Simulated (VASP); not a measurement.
# ZnS in VASP: single point with PBE+D3(BJ)

Aim: the single point of ZnS with PBE+D3(BJ).

Everything below comes from runs of VASP 6.6.1. Logs are shortened: lines on timing, memory, paths and dates and some standing lists are left out, and cuts for length are marked.

## 1. The cell of the first run

The cell holds a slab with vacuum, 16 atoms: a = 7.602 Å, b = 5.375 Å, c = 23.701 Å, α = 90.00°, β = 90.00°, γ = 90.00°.

## 2. Single point, PBE+D3(BJ)

Contents of INCAR:

```
SYSTEM = ZnS
PREC = Accurate
ENCUT = 520
EDIFF = 1E-7
ISMEAR = 0
SIGMA = 0.05
LREAL = Auto
LASPH = .True.
NELM = 80
ALGO = Normal
ISIF = 2
LWAVE = .False.
LCHARG = .False.
LDIPOL = .True.
IDIPOL = 3
DIPOL = 0.5 0.5 0.458
GGA = PE
IVDW = 12
NBANDS = 86
```

Contents of KPOINTS:

```
Automatic mesh
0
Gamma
  2 3 1
  0 0 0
```

Contents of POSCAR:

```
ZnS
1.0
    7.6016913789      0.0000000000      0.0000000000
    0.0000000000      5.3752075225      0.0000000000
    0.0000000000      0.0000000000     23.7012685342
Zn S
8 8
Direct
    0.2500000000      0.5000000000      0.3375346762
    0.7500000000      0.5000000000      0.3375346762
    0.5000000000      0.0000000000      0.4177170024
    0.0000000000      0.0000000000      0.4177170024
    0.7551005750      0.4787942970      0.4953377944
    0.2398364554      0.5147558032      0.5026816333
    0.0150823100      0.0165014099      0.5848994929
    0.4781728898     -0.0593104275      0.5635825208
    0.5000000000      0.2500000000      0.3375346762
    0.0000000000      0.2500000000      0.3375346762
    0.7500000000      0.7500000000      0.4177170024
    0.2500000000      0.7500000000      0.4177170024
    0.0038704644      0.2409880191      0.4992463875
    0.4945819878      0.2538863743      0.4993288562
    0.2407321435      0.7296990496      0.5877642353
    0.7525983927      0.7578505914      0.5714886894
```

Potentials or basis: VASP PAW PBE potentials, release 64 (Zn, S).

On the command line:

```sh
cat potpaw_PBE.64/Zn/POTCAR potpaw_PBE.64/S/POTCAR > POTCAR
mpirun -np 1 vasp_std > vasp.out
```

OUTCAR:

```text
SYSTEM = ZnS
   PREC = Accurate
   ENCUT = 520
   EDIFF = 1E-7
   ISMEAR = 0
   LREAL = Auto
   LASPH = .True.
   NELM = 80
   ISIF = 2
   GGA = PE
   IVDW = 12
 IVDW          = 12

 ion  position               nearest neighbor table
   1  0.250  0.500  0.338-   9 2.33  10 2.33  12 2.33
   2  0.750  0.500  0.338-   9 2.33  10 2.33  11 2.33
   3  0.500  0.000  0.418-  11 2.33  12 2.33   9 2.33  14 2.37
   4  0.000  0.000  0.418-  13 2.33  12 2.33  11 2.33  10 2.33
   5  0.755  0.479  0.495-  13 2.28  14 2.32  16 2.35  11 2.35
   6  0.240  0.515  0.503-  13 2.32  15 2.32  12 2.38  14 2.39
   7  0.015  0.017  0.585-  15 2.31  13 2.36  16 2.45
   8  0.478  0.941  0.564-  15 2.21  14 2.27  16 2.31
   9  0.500  0.250  0.338-   1 2.33   2 2.33   3 2.33
  10  0.000  0.250  0.338-   1 2.33   2 2.33   4 2.33
  11  0.750  0.750  0.418-   3 2.33   4 2.33   2 2.33   5 2.35
  12  0.250  0.750  0.418-   3 2.33   4 2.33   1 2.33   6 2.38
  13  0.004  0.241  0.499-   5 2.28   6 2.32   4 2.33   7 2.36
  14  0.495  0.254  0.499-   8 2.27   5 2.32   3 2.37   6 2.39
  15  0.241  0.730  0.588-   8 2.21   7 2.31   6 2.32
  16  0.753  0.758  0.571-   8 2.31   5 2.35   7 2.45

  LATTYP: Found a simple orthorhombic cell.
 ALAT       =     5.3752075225
 B/A-ratio  =     1.4142135624
 C/A-ratio  =     4.4093680914

  Lattice vectors:

 A1 = (   0.0000000000,  -5.3752075225,   0.0000000000)
 A2 = (   7.6016913789,   0.0000000000,   0.0000000000)
 A3 = (   0.0000000000,   0.0000000000,  23.7012685342)

Analysis of symmetry for initial positions (statically):
=====================================================================
 Subroutine PRICEL returns:
 Original cell was already a primitive cell.

 Routine SETGRP: Setting up the symmetry group for a
 simple orthorhombic supercell.

 Subroutine GETGRP returns: Found  1 space group operations
 (whereof  1 operations were pure point group operations)
 out of a pool of  8 trial point group operations.

The static configuration has the point symmetry C_1 .

Analysis of symmetry for dynamics (positions and initial velocities):
=====================================================================
 Subroutine PRICEL returns:
 Original cell was already a primitive cell.

 Routine SETGRP: Setting up the symmetry group for a
 simple orthorhombic supercell.

 Subroutine GETGRP returns: Found  1 space group operations
 (whereof  1 operations were pure point group operations)
 out of a pool of  8 trial point group operations.

The dynamic configuration has the point symmetry C_1 .

[... 119 lines left out ...]
   EFERMI =   0.00;   METHOD = LEGACY
   ISMEAR =     0;   SIGMA  =   0.05  broadening in eV -4-tet -1-fermi 0-gaus
   EFERMI_NEDOS =   21; number of points for ismear=-14 and -15
   IALGO  =     38    algorithm
   IMIX   =      4    mixing-type and parameters
     AMIX     =   0.40;   BMIX     =  1.00
     AMIX_MAG =   1.60;   BMIX_MAG =  1.00
  volume/ion in A,a.u.               =      60.53       408.46
  Fermi-wavevector in a.u.,A,eV,Ry     =   0.867301  1.638962 10.234458  0.752211
  Thomas-Fermi vector in A             =   1.985815
   LORBIT       =      0    0 simple, 1 ext, 2 COOP (PROOUT), +10 PAW based schemes
   GGA     = PE    functional components
   LHFCALC =     F    Hartree Fock is set to
   AEXX    =    0.0000 exact exchange contribution
   IVDW    =    12    specifies the selected vdW correction
   LEPSILON=     F    determine dielectric tensor
   LRPA    =     F    only Hartree local field effects (RPA)
 non-spin polarized calculation
 Gauss-broadening in eV      SIGMA  =   0.05
  energy-cutoff  :      520.00
  volume of cell :      968.45
 maximum number of plane-waves:     26120
 NGX is ok and might be reduce to    60
   NGX = 29   NGY = 19   NGZ = 89

 dipolmoment           0.000000      0.000000     -0.000006 electrons x Angstroem

 number of electron     144.0000010 magnetization

 dipolmoment           0.000000      0.000000      0.022377 electrons x Angstroem

 Free energy of the ion-electron system (eV)
  ---------------------------------------------------
  ext. energy  EPLUGINS =         0.00000000
  ---------------------------------------------------
  free energy    TOTEN  =       -50.72216784 eV

  energy without entropy =      -50.72216784  energy(sigma->0) =      -50.72216784

 E-fermi :  -2.6401     XC(G=0):  -3.7221

 val. band max:       -2.8985070603   @ k =   0.0000   0.0000   0.0000
 cond. band min:      -1.4411289251   @ k =   0.0000   0.0000   0.0000
 fundamental gap:      1.4573781352
 Fermi energy:        -2.6401283723

 k-point     1 :       0.0000    0.0000    0.0000
  band No.  band energies     occupation
      1     -15.8975      2.00000
      2     -15.2882      2.00000
      3     -15.1301      2.00000
      4     -15.1031      2.00000
      5     -14.8887      2.00000
      6     -14.5142      2.00000
[... 337 lines left out ...]
     83       2.7677      0.00000
     84       2.9332      0.00000
 [bands above 84 left out]

------------------------ aborting loop because EDIFF is reached ----------------------------------------

 vacuum level on the upper side and lower side of the slab       (xc-potential included)        -0.054        -0.152

 Edisp (eV)   -3.58265

 E8    (eV) :    -1.4669

  FORCE on cell =-STRESS in cart. coord.  units (eV):
  Direction    XX          YY          ZZ          XY          YZ          ZX
  --------------------------------------------------------------------------------------
  -------------------------------------------------------------------------------------
  Total      -2.75425    -4.35364    -1.49744     0.14276     0.46460    -0.31023
  in kB      -4.55656    -7.20254    -2.47733     0.23617     0.76863    -0.51324
  external pressure =       -4.75 kB  Pullay stress =        0.00 kB

 VOLUME and BASIS-vectors are now :
 -----------------------------------------------------------------------------
  energy-cutoff  :      520.00
  volume of cell :      968.45
      direct lattice vectors                 reciprocal lattice vectors
     7.601691379  0.000000000  0.000000000     0.131549671  0.000000000  0.000000000
     0.000000000  5.375207523  0.000000000     0.000000000  0.186039329  0.000000000
     0.000000000  0.000000000 23.701268534     0.000000000  0.000000000  0.042191835

 POSITION                                       TOTAL-FORCE (eV/Angst)
 -----------------------------------------------------------------------------------
      1.90042      2.68760      8.00000         0.024051     -1.121616      1.130141
      5.70127      2.68760      8.00000        -0.025166     -0.991156      1.086054
      3.80085      0.00000      9.90042        -0.051349      0.312695      0.021393
      0.00000      0.00000      9.90042         0.050249      0.068287     -0.100427
      5.74004      2.57362     11.74013        -0.069223      0.430604      0.389848
      1.82316      2.76692     11.91419         0.098704     -0.121006     -0.329174
[... 8 lines left out ...]
      1.82997      3.92228     13.93076        -0.253847      0.216183      0.549934
      5.72102      4.07360     13.54501         0.068599      0.367760      0.762844
 -----------------------------------------------------------------------------------
    total drift:                                0.002232     -0.007719      0.004480

  FREE ENERGIE OF THE ION-ELECTRON SYSTEM (eV)
  ---------------------------------------------------
  free  energy   TOTEN  =       -54.3048208414 eV

  energy  without entropy=      -54.3048208414  energy(sigma->0) =      -54.30482084

 vacuum level on the upper side and lower side of the slab         2.379         2.279
```

stdout:

```text
POSCAR found type information on POSCAR ZnS
 POSCAR found :  2 types and      16 ions
 scaLAPACK will be used
 LDA part: xc-table for (Slater+PW92), standard interpolation
 POSCAR, INCAR and KPOINTS ok, starting setup
 FFT: planning ... GRIDC
 FFT: planning ... GRID_SOFT
 FFT: planning ... GRID
 WAVECAR not read
 entering main loop
```

Wall time 20 min (1 thread of Oxide Virtual Turin-like, shared host); peak memory 0.87 GiB.

Results:

```
Free energy                : -54.3048 eV
Largest force              : 2.043 eV/Å
Band gap on the k mesh     : 1.46 eV
Dispersion energy per atom : -0.224 eV
```

Forces in eV/Å, atoms in the order of the input:
```
Zn   0.024 -1.122  1.130
Zn  -0.025 -0.991  1.086
Zn  -0.051  0.313  0.021
Zn   0.050  0.068 -0.100
Zn  -0.069  0.431  0.390
Zn   0.099 -0.121 -0.329
Zn  -0.724 -1.188 -1.497
Zn   0.989 -0.177 -0.152
S    0.004  0.563 -0.911
S   -0.006  0.554 -0.830
S   -0.006  0.243 -0.497
S   -0.016  0.266 -0.081
S    0.215  0.276  0.504
S   -0.297  0.302 -0.048
S   -0.254  0.216  0.550
S    0.069  0.368  0.763
```
